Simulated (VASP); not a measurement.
# ZnSe (P4/nmm) in VASP: notebook

The runs below take ZnSe through single point, with LDA.

All numbers are computed with VASP 6.6.1; they aren't measurements. Logs are shortened: lines on timing, memory, paths and dates and some standing lists are left out, and cuts for length are marked.

### Step 1. The cell of the first run

Symmetry: P4/nmm, No. 129, tetragonal system. Conventional cell: a = 3.983 Å, b = 3.983 Å, c = 4.941 Å, α = 90.00°, β = 90.00°, γ = 90.00°. Zn (site symmetry -4m2) has 4 Se at 2.42 Å and 4 Zn at 2.82 Å within 3.2 Å. Within 3.2 Å of Se (site symmetry 4mm) lie 4 Zn at 2.42 Å.

### Step 2. Single point, LDA

The input, INCAR:

```
SYSTEM = ZnSe
PREC = Accurate ; ENCUT = 520
EDIFF = 1E-7 ; ISMEAR = 0
SIGMA = 0.05 ; LREAL = .FALSE.
LASPH = .TRUE. ; NELM = 60
ALGO = Normal ; ISIF = 2
LWAVE = .FALSE. ; LCHARG = .FALSE.
GGA = CA ; NBANDS = 26
```

The input, KPOINTS:

```
regular mesh
0
G
  8 8 6
  0 0 0
```

The input, POSCAR:

```
ZnSe
1.0
    3.9827722569      0.0000000000      0.0000000000
    0.0000000000      3.9827722569      0.0000000000
    0.0000000000      0.0000000000      4.9411000000
Zn Se
2 2
Direct
    0.0000000000      0.0000000000      0.0000000000
    0.5000000000      0.5000000000      0.0000000000
    0.0000000000      0.5000000000      0.2796655406
    0.5000000000      0.0000000000      0.7203344594
```

Potentials or basis: VASP PAW LDA potentials, release 64 (Zn, Se).

Command:

```sh
> cat potpaw_LDA.64/Zn/POTCAR potpaw_LDA.64/Se/POTCAR > POTCAR
> mpirun -np 1 vasp_std > vasp.out
```

OUTCAR:

```text
SYSTEM = ZnSe
   PREC = Accurate
   ENCUT = 520
   EDIFF = 1E-7
   ISMEAR = 0
   LREAL = .FALSE.
   LASPH = .TRUE.
   NELM = 60
   ISIF = 2
   GGA = CA

 ion  position               nearest neighbor table
   1  0.000  0.000  0.000-   3 2.42   4 2.42   3 2.42   4 2.42   2 2.82   2 2.82   2 2.82   2 2.82

   2  0.500  0.500  0.000-   3 2.42   4 2.42   4 2.42   3 2.42   1 2.82   1 2.82   1 2.82   1 2.82

   3  0.000  0.500  0.280-   1 2.42   2 2.42   1 2.42   2 2.42
   4  0.500  0.000  0.720-   1 2.42   2 2.42   2 2.42   1 2.42

  LATTYP: Found a simple tetragonal cell.
 ALAT       =     3.9827722569
 C/A-ratio  =     1.2406182632

  Lattice vectors:

 A1 = (   3.9827722569,   0.0000000000,   0.0000000000)
 A2 = (   0.0000000000,   3.9827722569,   0.0000000000)
 A3 = (   0.0000000000,   0.0000000000,   4.9411000000)

Analysis of symmetry for initial positions (statically):
=====================================================================
 Subroutine PRICEL returns:
 Original cell was already a primitive cell.

 Routine SETGRP: Setting up the symmetry group for a
 simple tetragonal supercell.

 Subroutine GETGRP returns: Found 16 space group operations
 (whereof  8 operations were pure point group operations)
 out of a pool of 16 trial point group operations.

The static configuration has the point symmetry D_2d.
 The point group associated with its full space group is D_4h.

Analysis of symmetry for dynamics (positions and initial velocities):
=====================================================================
 Subroutine PRICEL returns:
 Original cell was already a primitive cell.

 Routine SETGRP: Setting up the symmetry group for a
 simple tetragonal supercell.

 Subroutine GETGRP returns: Found 16 space group operations
 (whereof  8 operations were pure point group operations)
 out of a pool of 16 trial point group operations.

The dynamic configuration has the point symmetry D_2d.
 The point group associated with its full space group is D_4h.

 Subroutine INISYM returns: Found 16 space group operations
 (whereof  8 operations are pure point group operations),
 and found     1 'primitive' translations

----------------------------------------------------------------------------------------

                                     Primitive cell

  volume of cell :      78.3781

  direct lattice vectors                    reciprocal lattice vectors
     3.982772257  0.000000000  0.000000000     0.251081391  0.000000000  0.000000000
     0.000000000  3.982772257  0.000000000     0.000000000  0.251081391  0.000000000
     0.000000000  0.000000000  4.941100000     0.000000000  0.000000000  0.202384085

  length of vectors
     3.982772257  3.982772257  4.941100000     0.251081391  0.251081391  0.202384085

  position of ions in fractional coordinates (direct lattice)
     0.000000000  0.000000000  0.000000000
     0.500000000  0.500000000  0.000000000
     0.000000000  0.500000000  0.279665541
     0.500000000  0.000000000  0.720334459

  ion indices of the primitive-cell ions
   primitive index   ion index
                 1           1
                 2           2
                 3           3
                 4           4

----------------------------------------------------------------------------------------

 KPOINTS: regular mesh

Automatic generation of k-mesh.
 Grid dimensions read from file:
 generate k-points for:    8    8    6

 Generating k-lattice:

  Cartesian coordinates                     Fractional coordinates (reciprocal lattice)
     0.031385174  0.000000000  0.000000000     0.125000000  0.000000000  0.000000000
     0.000000000  0.031385174  0.000000000     0.000000000  0.125000000  0.000000000
     0.000000000  0.000000000  0.033730681     0.000000000  0.000000000  0.166666667

  Length of vectors
     0.031385174  0.031385174  0.033730681

  Shift w.r.t. Gamma in fractional coordinates (k-lattice)
     0.000000000  0.000000000  0.000000000

 Subroutine IBZKPT returns following result:
 ===========================================

 Found     60 irreducible k-points:

 Following reciprocal coordinates:
            Coordinates               Weight
  0.000000  0.000000  0.000000      1.000000
  0.125000  0.000000  0.000000      4.000000
  0.250000  0.000000  0.000000      4.000000
  0.375000  0.000000  0.000000      4.000000
  0.500000  0.000000  0.000000      2.000000
  0.125000  0.125000  0.000000      4.000000
[... 16 lines left out ...]
  0.375000  0.125000  0.166667     16.000000
  0.500000  0.125000  0.166667      8.000000
 [... further k-points ...]
   k-points           NKPTS =     60   k-points in BZ     NKDIM =     60   number of bands    NBANDS=     26
   number of dos      NEDOS =    301   number of ions     NIONS =      4
   total plane-waves  NPLWV =  36000
   dimension x,y,z NGX =    30 NGY =   30 NGZ =   40
   dimension x,y,z NGXF=    60 NGYF=   60 NGZF=   80
   ions per type =               2   2
   NGX,Y,Z   is equivalent  to a cutoff of  12.52, 12.52, 13.46 a.u.
   NGXF,Y,Z  is equivalent  to a cutoff of  25.04, 25.04, 26.92 a.u.
 SYSTEM =  ZnSe
   PREC   = accura    normal or accurate (medium, high low for compatibility)
   ISTART =      0    job   : 0-new  1-cont  2-samecut
   ICHARG =      2    charge: 1-file 2-atom 10-const
   ISPIN  =      1    spin polarized calculation?
   LNONCOLLINEAR =      F non collinear calculations
   LSORBIT =      F    spin-orbit coupling
   LASPH  =      T    aspherical Exc in radial PAW
   ENCUT  =  520.0 eV  38.22 Ry    6.18 a.u.   7.41  7.41  9.19*2*pi/ulx,y,z
   NELM   =     60;   NELMIN=  2; NELMDL= -5     # of ELM steps
   EDIFF  = 0.1E-06   stopping-criterion for ELM
   LREAL  =      F    real-space projection
   EDIFFG = 0.1E-05   stopping-criterion for IOM
   NSW    =      0    number of steps for IOM
   IBRION =     -1    ionic relax: 0-MD 1-quasi-New 2-CG
   NFREE  =      0    steps in history (QN), initial steepest desc. (CG)
   ISIF   =      2    stress and relaxation
   ISYM   =      2    0-nonsym 1-usesym 2-fastsym
   POTIM  = 0.5000    time-step for ionic-motion
   TEBEG  =    0.0;   TEEND  =   0.0 temperature during run
   PSTRESS=    0.0 pullay stress
   NELECT =      36.0000    total number of electrons
   NUPDOWN=      -1.0000    fix difference up-down
   EMIN   =  10.00;   EMAX   =-10.00  energy-range for DOS
   EFERMI =   0.00;   METHOD = LEGACY
   ISMEAR =     0;   SIGMA  =   0.05  broadening in eV -4-tet -1-fermi 0-gaus
   EFERMI_NEDOS =   21; number of points for ismear=-14 and -15
   IALGO  =     38    algorithm
   IMIX   =      4    mixing-type and parameters
     AMIX     =   0.40;   BMIX     =  1.00
     AMIX_MAG =   1.60;   BMIX_MAG =  1.00
  volume/ion in A,a.u.               =      19.59       132.23
  Fermi-wavevector in a.u.,A,eV,Ry     =   1.263119  2.386948 21.707669  1.595469
  Thomas-Fermi vector in A             =   2.396492
   LORBIT       =      0    0 simple, 1 ext, 2 COOP (PROOUT), +10 PAW based schemes
   GGA     = CA    functional components
   LHFCALC =     F    Hartree Fock is set to
   AEXX    =    0.0000 exact exchange contribution
   IVDW    =     0    specifies the selected vdW correction
   LEPSILON=     F    determine dielectric tensor
   LRPA    =     F    only Hartree local field effects (RPA)
 non-spin polarized calculation
 Gauss-broadening in eV      SIGMA  =   0.05
  energy-cutoff  :      520.00
  volume of cell :       78.38
 maximum number of plane-waves:      2154
 NGX is ok and might be reduce to    30
   NGX = 15   NGY = 15   NGZ = 19

 number of electron      36.0000051 magnetization

 Free energy of the ion-electron system (eV)
  ---------------------------------------------------
  ext. energy  EPLUGINS =         0.00000000
  ---------------------------------------------------
  free energy    TOTEN  =       -13.92787674 eV

  energy without entropy =      -13.92787674  energy(sigma->0) =      -13.92787674

 E-fermi :   3.1976     XC(G=0): -10.4391

 val. band max:        2.9139632400   @ k =   0.0000   0.0000   0.0000
 cond. band min:       4.1551976952   @ k =   0.0000   0.0000   0.0000
 fundamental gap:      1.2412344552
 Fermi energy:         3.1976059900

 k-point     1 :       0.0000    0.0000    0.0000
  band No.  band energies     occupation
      1     -11.3479      2.00000
      2      -9.6505      2.00000
      3      -4.7202      2.00000
      4      -4.6432      2.00000
      5      -4.5633      2.00000
      6      -4.5633      2.00000
[... 18 lines left out ...]
     25      13.4478      0.00000
     26      13.5005      0.00000

 k-point     2 :       0.1250    0.0000    0.0000
  band No.  band energies     occupation
      1     -11.2605      2.00000
      2      -9.6715      2.00000
      3      -4.6700      2.00000
      4      -4.6406      2.00000
      5      -4.5573      2.00000
      6      -4.5222      2.00000
[... 18 lines left out ...]
     25      11.9496      0.00000
     26      12.6788      0.00000

 k-point     3 :       0.2500    0.0000    0.0000
  band No.  band energies     occupation
      1     -11.0137      2.00000
      2      -9.7565      2.00000
      3      -4.6075      2.00000
      4      -4.5356      2.00000
      5      -4.5280      2.00000
      6      -4.4275      2.00000
[... 18 lines left out ...]
     25      10.8336      0.00000
     26      12.1664      0.00000

 k-point     4 :       0.3750    0.0000    0.0000
  band No.  band energies     occupation
      1     -10.6561      2.00000
      2      -9.9515      2.00000
      3      -4.5305      2.00000
      4      -4.4480      2.00000
      5      -4.3576      2.00000
      6      -4.3509      2.00000
[... 18 lines left out ...]
     25      10.9126      0.00000
     26      11.5184      0.00000

 k-point     5 :       0.5000    0.0000    0.0000
  band No.  band energies     occupation
      1     -10.2702      2.00000
      2     -10.2702      2.00000
      3      -4.4168      2.00000
      4      -4.4168      2.00000
      5      -4.3370      2.00000
      6      -4.3370      2.00000
[... 18 lines left out ...]
     25      11.1274      0.00000
     26      11.1274      0.00000

 k-point     6 :       0.1250    0.1250    0.0000
  band No.  band energies     occupation
      1     -11.1751      2.00000
      2      -9.6867      2.00000
      3      -4.6884      2.00000
      4      -4.6031      2.00000
      5      -4.5093      2.00000
      6      -4.4962      2.00000
[... 427 lines left out ...]
 k-point    21 :       0.1250    0.1250    0.1667
  band No.  band energies     occupation
      1     -11.0923      2.00000
      2      -9.7885      2.00000
      3      -4.6957      2.00000
      4      -4.6051      2.00000
      5      -4.5167      2.00000
      6      -4.5088      2.00000
[... 18 lines left out ...]
     25      10.4983      0.00000
     26      12.7955      0.00000

 k-point    22 :       0.2500    0.1250    0.1667
  band No.  band energies     occupation
      1     -10.8626      2.00000
      2      -9.8272      2.00000
      3      -4.7074      2.00000
      4      -4.5153      2.00000
      5      -4.4426      2.00000
      6      -4.3970      2.00000
[... 18 lines left out ...]
     25      10.0316      0.00000
     26      12.6236      0.00000

 k-point    23 :       0.3750    0.1250    0.1667
  band No.  band energies     occupation
      1     -10.5380      2.00000
      2      -9.9550      2.00000
      3      -4.6544      2.00000
      4      -4.4068      2.00000
      5      -4.3512      2.00000
      6      -4.3396      2.00000
[... 18 lines left out ...]
     25      11.1679      0.00000
     26      12.3322      0.00000

 k-point    24 :       0.5000    0.1250    0.1667
  band No.  band energies     occupation
      1     -10.2050      2.00000
      2     -10.2050      2.00000
      3      -4.5181      2.00000
      4      -4.5181      2.00000
      5      -4.2945      2.00000
      6      -4.2945      2.00000
[... 18 lines left out ...]
     25      12.0834      0.00000
     26      12.0834      0.00000

 [... further k-points ...]
[... 5 lines left out ...]
  --------------------------------------------------------------------------------------
  -------------------------------------------------------------------------------------
  Total        2.4420379      2.4420379      3.0469471      0.0000000      0.0000000      0.0000000
  in kB       49.9192884     49.9192884     62.2846335      0.0000000      0.0000000      0.0000000
  external PRESSURE =      54.0410701 kB  Pullay stress =       0.0000000 kB

 VOLUME and BASIS-vectors are now :
 -----------------------------------------------------------------------------
  energy-cutoff  :      520.00
  volume of cell :       78.38
      direct lattice vectors                 reciprocal lattice vectors
     3.982772257  0.000000000  0.000000000     0.251081391  0.000000000  0.000000000
     0.000000000  3.982772257  0.000000000     0.000000000  0.251081391  0.000000000
     0.000000000  0.000000000  4.941100000     0.000000000  0.000000000  0.202384085

 POSITION                                       TOTAL-FORCE (eV/Angst)
 -----------------------------------------------------------------------------------
      0.00000      0.00000      0.00000         0.000000      0.000000      0.000000
      1.99139      1.99139      0.00000         0.000000     -0.000000      0.000000
      0.00000      1.99139      1.38186         0.000000     -0.000000      0.934130
      1.99139      0.00000      3.55924         0.000000     -0.000000     -0.934130
 -----------------------------------------------------------------------------------
    total drift:                                0.000000      0.000000      0.000000

  FREE ENERGIE OF THE ION-ELECTRON SYSTEM (eV)
  ---------------------------------------------------
  free  energy   TOTEN  =       -13.9278767401 eV

  energy  without entropy=      -13.9278767401  energy(sigma->0) =      -13.92787674
```

It took 2.8 min on 1 thread of Intel Xeon 8259CL, shared host; peak memory 0.23 GiB.

What came out:

```yaml
Free_energy: -13.9279 eV
Pressure: 5.4 GPa
Largest_force: 0.934 eV/Å
Band_gap_on_the_k_mesh: 1.24 eV, direct
```

Forces in eV/Å, atoms in the order of the input:
```
Zn   0.000  0.000  0.000
Zn   0.000  0.000  0.000
Se   0.000  0.000  0.934
Se   0.000  0.000 -0.934
```

A k mesh can miss the band edges. Expect the measured gap to be larger: semilocal functionals such as LDA lack the derivative discontinuity.

### Step 3. Single point, LDA

This run uses another cell than the first one, of 22.10 Å³/atom, 1.128 times its volume.

The input, INCAR:

```
ALGO = Normal
EDIFF = 1E-6
ENCUT = 520
GGA = CA
ISIF = 2
ISMEAR = 0
LASPH = True
LCHARG = False
LREAL = False
LWAVE = False
NBANDS = 26
NELM = 100
PREC = Accurate
SIGMA = 0.05
```

The input, KPOINTS:

```
k-points
0
Gamma
  8 8 6
```

POSCAR: that of step 2 with these lines changed.

```diff
@@ -4,3 +4,3 @@
     0.0000000000      3.9827722569      0.0000000000
-    0.0000000000      0.0000000000      4.9411000000
+    0.0000000000      0.0000000000      5.5718000000
 Zn Se
```

Potentials or basis: VASP PAW LDA potentials, release 64 (Zn, Se).

Command:

```sh
> cat potpaw_LDA.64/Zn/POTCAR potpaw_LDA.64/Se/POTCAR > POTCAR
> mpirun -np 1 vasp_std > vasp.out
```

It took 2.9 min on 1 thread of Intel Xeon 8259CL, shared host; peak memory 0.24 GiB.

The run converged. Its results:

| Quantity | Value |
| --- | --- |
| Free energy | -13.9607 eV |
| Pressure | -3.3 GPa |
| Largest force | 0.733 eV/Å |
| Band gap on the k mesh | 1.40 eV, direct |

Forces in eV/Å, atoms in the order of the input:
```
Zn   0.000  0.000  0.000
Zn   0.000  0.000  0.000
Se   0.000  0.000 -0.733
Se   0.000  0.000  0.733
```

Stress tensor (GPa, compression positive):
```
-2.60  0.00  0.00
 0.00 -2.60  0.00
 0.00  0.00 -4.79
```

Levels at points of the mesh, in eV from the valence-band top:
| k point | band 16 | band 17 | band 18 | band 19 | band 20 | band 21 |
| --- | --- | --- | --- | --- | --- | --- |
| (0.00, 0.00, 0.00) | -0.37 | 0.00 | 0.00 | 1.40 | 1.87 | 2.74 |
| (0.50, 0.00, 0.00) | -2.41 | -0.94 | -0.94 | 3.60 | 3.60 | 5.12 |
| (0.50, 0.50, 0.00) | -2.58 | -2.25 | -2.25 | 2.48 | 2.48 | 2.60 |
| (0.00, 0.00, 0.50) | -1.85 | -0.75 | -0.75 | 2.13 | 3.19 | 3.95 |
| (0.50, 0.00, 0.50) | -0.90 | -0.87 | -0.87 | 2.10 | 2.10 | 5.57 |
| (0.50, 0.50, 0.50) | -3.28 | -3.05 | -3.05 | 4.48 | 4.48 | 4.73 |

### Step 4. Single point, LDA

This run uses another cell than the first one, of 23.87 Å³/atom, 1.218 times its volume.

The input, INCAR:

```
SYSTEM = ZnSe
ALGO = Normal ; EDIFF = 1E-6
ENCUT = 520 ; ISIF = 2
ISMEAR = 0 ; LASPH = .True.
LCHARG = .False. ; LREAL = .False.
LWAVE = .False. ; NBANDS = 26
NELM = 60 ; PREC = Accurate
SIGMA = 0.05
```

The input, KPOINTS:

```
k-points
0
Gamma
  8 8 6
  0 0 0
```

The input, POSCAR:

```
ZnSe
1.0
    4.2616000000      0.0000000000      0.0000000000
    0.0000000000      4.2616000000      0.0000000000
    0.0000000000      0.0000000000      5.2564395555
Zn Se
2 2
Direct
    0.0000000000      0.0000000000      0.0000000000
    0.5000000000      0.5000000000      0.0000000000
    0.0000000000      0.5000000000      0.2796655406
    0.5000000000      0.0000000000      0.7203344594
```

Command:

```sh
> cat potpaw_LDA.64/Zn/POTCAR potpaw_LDA.64/Se/POTCAR > POTCAR
> mpirun -np 1 vasp_std > vasp.out
```

Run time: 2.3 min. Hardware: 1 thread of Intel Xeon 8259CL, shared host; peak memory 0.25 GiB.

Results (log left out):

* Free energy: -13.7025 eV
* Pressure: -7.2 GPa
* Largest force: 0.877 eV/Å
* Band gap on the k mesh: 1.11 eV, direct

Forces in eV/Å, atoms in the order of the input:
```
Zn   0.000  0.000  0.000
Zn   0.000  0.000  0.000
Se   0.000  0.000 -0.877
Se   0.000  0.000  0.877
```

Stress tensor (GPa, compression positive):
```
-8.07  0.00  0.00
 0.00 -8.07  0.00
 0.00  0.00 -5.52
```

Levels at points of the mesh, in eV from the valence-band top:
```tsv
k point	band 15	band 16	band 17	band 18	band 19	band 20	band 21	band 22
(0.00, 0.00, 0.00)	-2.44	0.00	0.00	0.00	1.11	1.34	2.75	5.54
(0.50, 0.00, 0.00)	-1.76	-1.76	-1.08	-1.08	3.26	3.26	5.21	5.21
(0.50, 0.50, 0.00)	-1.91	-1.91	-1.53	-1.53	2.92	2.92	3.15	3.15
(0.00, 0.00, 0.50)	-1.93	-1.30	-0.78	-0.78	1.41	3.54	4.00	4.45
(0.50, 0.00, 0.50)	-0.97	-0.97	-0.42	-0.42	1.95	1.95	5.44	5.44
(0.50, 0.50, 0.50)	-2.76	-2.76	-2.56	-2.56	4.97	4.97	5.29	5.29
```

A k mesh can miss the band edges. A hybrid or GW would open this gap; LDA tends to underestimate it.

### Step 5. Overview

```tsv
cell	gap on the mesh (eV)	pressure (GPa)	largest force (eV/Å)
a = 3.983, b = 3.983, c = 4.941 Å, 4 atoms	1.24	5.4	0.93
a = 3.983, b = 3.983, c = 5.572 Å, 4 atoms	1.40	-3.3	0.73
a = 4.262, b = 4.262, c = 5.256 Å, 4 atoms	1.11	-7.2	0.88
```

Alike in all rows: task single point; level LDA; potentials or basis VASP PAW LDA potentials, release 64 (Zn, Se); no spin polarisation; k mesh 8 × 8 × 6; cutoff (eV) 520; smearing gaussian 0.05 eV.

Total energies depend on the potentials used, so only differences within one code and one set of settings carry meaning.
